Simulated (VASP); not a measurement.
# FeGe (P1) in VASP: a series of runs, part 3 of 3

VASP 6.6.1. Earlier steps stand in the parts before.

## Step 6: Single point, r2SCAN, collinear spin, ferromagnetic start

Input file POSCAR:

```
FeGe
1.0
    3.0161730080      0.0000000000      0.0000000000
    0.0000000000      3.0161730080      0.0000000000
    0.0000000000      0.0000000000      3.0161730080
Fe Ge
1 1
Direct
    0.0000000000      0.0000000000      0.0000000000
    0.4633440200      0.4507515000      0.4535288900
```

Input file INCAR.step1:

```
PREC     = Accurate       # precision mode
ENCUT    = 520            # plane-wave cutoff, eV
ISMEAR   = 0              # smearing method
SIGMA    = 0.05           # smearing width, eV
LREAL    = F              # projectors in reciprocal space
LASPH    = T              # aspherical terms in the spheres
NELM     = 150            # most SCF steps
ISPIN    = 2              # spin polarisation
MAGMOM   = 4 0            # initial moments
LMAXMIX  = 4              # l up to which the mixer works
NBANDS   = 22             # bands
GGA      = PE             # functional
ALGO     = Normal         # electronic algorithm
EDIFF    = 1E-4           # SCF threshold, eV
LWAVE    = T              # write WAVECAR
LCHARG   = F              # write CHGCAR
```

Input file INCAR.step2:

```
PREC     = Accurate       # precision mode
ENCUT    = 520            # plane-wave cutoff, eV
EDIFF    = 1E-6           # SCF threshold, eV
ISMEAR   = 0              # smearing method
SIGMA    = 0.05           # smearing width, eV
LREAL    = F              # projectors in reciprocal space
LASPH    = T              # aspherical terms in the spheres
NELM     = 150            # most SCF steps
ALGO     = Normal         # electronic algorithm
ISIF     = 2              # what is computed and relaxed
LWAVE    = F              # write WAVECAR
LCHARG   = F              # write CHGCAR
ISPIN    = 2              # spin polarisation
MAGMOM   = 4 0            # initial moments
LORBIT   = 11             # projections on sites
LMAXMIX  = 4              # l up to which the mixer works
METAGGA  = R2SCAN         # meta-GGA
LMIXTAU  = T            
NBANDS   = 22             # bands
ISTART   = 1
```

Input file KPOINTS:

```
regular mesh
0
Gamma
  3 3 3
```

Potentials or basis: VASP PAW PBE potentials, release 64 (Fe, Ge_d).

Started as:

```console
cat potpaw_PBE.64/Fe/POTCAR potpaw_PBE.64/Ge_d/POTCAR > POTCAR
cp INCAR.step1 INCAR
mpirun -np 1 vasp_std > vasp.out
cp INCAR.step2 INCAR
mpirun -np 1 vasp_std > vasp.out
```

OUTCAR:

```text
PREC = Accurate
   ENCUT = 520
   EDIFF = 1E-6
   ISMEAR = 0
   LREAL = F
   LASPH = T
   NELM = 150
   ISIF = 2
   ISPIN = 2
   LORBIT = 11
   METAGGA = R2SCAN
   ISTART = 1

 ion  position               nearest neighbor table
   1  0.000  0.000  0.000-   2 2.38   2 2.52   2 2.55   2 2.56   2 2.68   2 2.69   2 2.72   2 2.84

   2  0.463  0.451  0.454-   1 2.38   1 2.52   1 2.55   1 2.56   1 2.68   1 2.69   1 2.72   1 2.84

  LATTYP: Found a simple cubic cell.
 ALAT       =     3.0161730080

  Lattice vectors:

 A1 = (   3.0161730080,   0.0000000000,   0.0000000000)
 A2 = (   0.0000000000,   3.0161730080,   0.0000000000)
 A3 = (   0.0000000000,   0.0000000000,   3.0161730080)

Analysis of symmetry for initial positions (statically):
=====================================================================
 Subroutine PRICEL returns:
 Original cell was already a primitive cell.

 Routine SETGRP: Setting up the symmetry group for a
 simple cubic supercell.

 Subroutine GETGRP returns: Found  1 space group operations
 (whereof  1 operations were pure point group operations)
 out of a pool of 48 trial point group operations.

The static configuration has the point symmetry C_1 .

Analysis of symmetry for dynamics (positions and initial velocities):
=====================================================================
 Subroutine PRICEL returns:
 Original cell was already a primitive cell.

 Routine SETGRP: Setting up the symmetry group for a
 simple cubic supercell.

 Subroutine GETGRP returns: Found  1 space group operations
 (whereof  1 operations were pure point group operations)
 out of a pool of 48 trial point group operations.

The dynamic configuration has the point symmetry C_1 .

[... 136 lines left out ...]
 maximum number of plane-waves:       748
 NGX is ok and might be reduce to    24
   NGX = 11   NGY = 11   NGZ = 11

 number of electron      22.0000004 magnetization       1.9259388

 Free energy of the ion-electron system (eV)
  ---------------------------------------------------
  ext. energy  EPLUGINS =         0.00000000
  ---------------------------------------------------
  free energy    TOTEN  =       -27.45857178 eV

  energy without entropy =      -27.45671945  energy(sigma->0) =      -27.45764562

 E-fermi :   7.2504     XC(G=0): -13.7530

 val. band max:        7.2259724322   @ k =   0.3333   0.3333   0.0000
 cond. band min:       7.4077370357   @ k =   0.0000   0.0000   0.0000
 fundamental gap:      0.1817646034
 Fermi energy:         7.2504083026

 spin component 1

 k-point     1 :       0.0000    0.0000    0.0000
  band No.  band energies     occupation
      1     -17.7616      1.00000
      2     -17.7609      1.00000
      3     -17.6788      1.00000
      4     -17.6707      1.00000
      5     -17.6699      1.00000
      6      -5.9771      1.00000
[... 339 lines left out ...]
     21      31.7358      0.00000
     22      34.7427      0.00000
 Fermi energy:         7.2504083026

 spin component 2

 k-point     1 :       0.0000    0.0000    0.0000
  band No.  band energies     occupation
      1     -17.7540      1.00000
      2     -17.7537      1.00000
      3     -17.6622      1.00000
      4     -17.6586      1.00000
      5     -17.6583      1.00000
      6      -6.1061      1.00000
[... 339 lines left out ...]
     21      32.2556      0.00000
     22      34.8503      0.00000

------------------------ aborting loop because EDIFF is reached ----------------------------------------

  FORCE on cell =-STRESS in cart. coord.  units (eV):
  Direction    XX          YY          ZZ          XY          YZ          ZX
  --------------------------------------------------------------------------------------
  -------------------------------------------------------------------------------------
  Total       -0.7548237     -0.8512679     -0.8521528      0.4085937      0.5215872      0.3914708
  in kB      -44.0744995    -49.7059179    -49.7575895     23.8579699     30.4557128     22.8581548
  external PRESSURE =     -47.8460023 kB  Pullay stress =       0.0000000 kB

 VOLUME and BASIS-vectors are now :
 -----------------------------------------------------------------------------
  energy-cutoff  :      520.00
  volume of cell :       27.44
      direct lattice vectors                 reciprocal lattice vectors
     3.016173008  0.000000000  0.000000000     0.331545968  0.000000000  0.000000000
     0.000000000  3.016173008  0.000000000     0.000000000  0.331545968  0.000000000
     0.000000000  0.000000000  3.016173008     0.000000000  0.000000000  0.331545968

 POSITION                                       TOTAL-FORCE (eV/Angst)
 -----------------------------------------------------------------------------------
      0.00000      0.00000      0.00000        -0.461051     -0.596105     -0.568621
      1.39753      1.35954      1.36792         0.461051      0.596105      0.568621
 -----------------------------------------------------------------------------------
    total drift:                               -0.005605      0.005659      0.004834

  FREE ENERGIE OF THE ION-ELECTRON SYSTEM (eV)
  ---------------------------------------------------
  free  energy   TOTEN  =       -27.4585717765 eV

  energy  without entropy=      -27.4567194540  energy(sigma->0) =      -27.45764562

 total charge

# of ion       s       p       d       tot
------------------------------------------
    1        0.389   0.409   6.333   7.130
    2        1.139   1.204  10.078  12.421
--------------------------------------------------
tot          1.528   1.613  16.410  19.551

 magnetization (x)

# of ion       s       p       d       tot
------------------------------------------
    1        0.010   0.009   1.951   1.970
    2        0.049  -0.043  -0.011  -0.005
--------------------------------------------------
tot          0.059  -0.034   1.939   1.965
```

OUTCAR.step1:

```text
PREC = Accurate
   ENCUT = 520
   ISMEAR = 0
   LREAL = F
   LASPH = T
[... 929 lines left out ...]
 -----------------------------------------------------------------------------------
      0.00000      0.00000      0.00000        -0.485104     -0.622285     -0.593785
      1.39753      1.35954      1.36792         0.485104      0.622285      0.593785
 -----------------------------------------------------------------------------------
    total drift:                                0.000825     -0.000764     -0.001314

  FREE ENERGIE OF THE ION-ELECTRON SYSTEM (eV)
  ---------------------------------------------------
  free  energy   TOTEN  =       -12.4209440694 eV

  energy  without entropy=      -12.4198386214  energy(sigma->0) =      -12.42039135
```

It took 2.7 min on 1 thread of AMD EPYC 7R13, shared host; peak memory 0.13 GiB.

What came out:

| Property | Result |
| --- | --- |
| Free energy | -27.4586 eV |
| Pressure | -4.8 GPa |
| Largest force | 0.944 eV/Å |
| Net moment | 1.93 μB per cell |
| Site moments | Fe +1.97; Ge -0.01 μB |
| Valence electrons inside the program's atomic spheres | Fe 7.13; Ge 12.42 |

Forces on the atoms (eV/Å):
```
Fe  -0.461 -0.596 -0.569
Ge   0.461  0.596  0.569
```

Stress tensor (GPa, compression positive):
```
-4.41  2.39  2.29
 2.39 -4.97  3.05
 2.29  3.05 -4.98
```

Levels at points of the mesh, in eV from the Fermi level:
Spin up:
| k point | band 10 | band 11 | band 12 | band 13 | band 14 | band 15 |
| --- | --- | --- | --- | --- | --- | --- |
| (0.00, 0.00, 0.00) | -1.68 | -1.67 | 3.13 | 3.19 | 3.23 | 8.52 |
Spin down:
```csv
k point,band 8,band 9,band 10,band 11,band 12,band 13
"(0.00, 0.00, 0.00)",-1.25,0.16,0.40,0.42,3.28,3.34
```

Caveat: the k points lie up to 0.69 Å⁻¹ apart; the PAW data sets were made with another functional, which shifts forces and pressure a little.
